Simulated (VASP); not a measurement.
Wanted: the native input for a VASP 6.6.1 run.

```yaml
Task: single point
Functional: revPBE
Potentials_or_basis: VASP PAW PBE potentials, release 64 (Co, Si)
Cutoff: 520 eV
k_mesh: 8 × 8 × 8
Occupations: gaussian, width 0.05 eV
Spin: collinear spin, ferromagnetic start
Starting_moments: "[0.05, 0.0, 0.0] μB"
Dipole_correction: no
Further_INCAR_settings: ALGO = Normal; EDIFF = 1e-06; NBANDS = 20
```

The structure of CoSi2 lies in POSCAR:

```
CoSi2
1.0
    0.0000000000      2.6907500937      2.6907500937
    2.6907500937      0.0000000000      2.6907500937
    2.6907500937      2.6907500937      0.0000000000
Co Si
1 2
Direct
    0.0000000000      0.0000000000      0.0000000000
    0.2500000000      0.2500000000      0.2500000000
    0.7500000000      0.7500000000      0.7500000000
```

One way to write it, as run:

INCAR

```
SYSTEM = CoSi2
PREC     = Accurate       ! precision mode
ENCUT    = 520            ! plane-wave cutoff, eV
EDIFF    = 1E-6           ! SCF threshold, eV
ISMEAR   = 0              ! smearing method
SIGMA    = 0.05           ! smearing width, eV
LREAL    = .False.        ! projectors in reciprocal space
LASPH    = .True.         ! aspherical terms in the spheres
NELM     = 150            ! most SCF steps
ALGO     = Normal         ! electronic algorithm
ISIF     = 2              ! what is computed and relaxed
LWAVE    = .False.        ! write WAVECAR
LCHARG   = .True.         ! write CHGCAR
ISPIN    = 2              ! spin polarisation
MAGMOM   = 0.05 0 0       ! initial moments
LORBIT   = 11             ! projections on sites
LMAXMIX  = 4              ! l up to which the mixer works
GGA      = RE             ! functional
LELF     = .True.         ! ELF
LVHAR    = .True.       
NBANDS   = 20             ! bands
```

KPOINTS

```
regular mesh
0
Gamma
  8 8 8
  0 0 0
```

Potentials or basis: VASP PAW PBE potentials, release 64 (Co, Si).

Command:

```bash
$ cat potpaw_PBE.64/Co/POTCAR potpaw_PBE.64/Si/POTCAR > POTCAR
$ mpirun -np 1 vasp_std > vasp.out
```

Results of the run:

| Property | Result |
| --- | --- |
| Pressure | -0.5 GPa |
| Net moment | 0.00 μB per cell |
| Valence electrons inside the program's atomic spheres | Co 8.82; Si 1.58 |

Caveat: the PAW data sets were made with another functional, which shifts forces and pressure a little.

It took 110 s on 1 thread of AMD EPYC 7R13, on a shared host, peak memory 0.16 GiB.
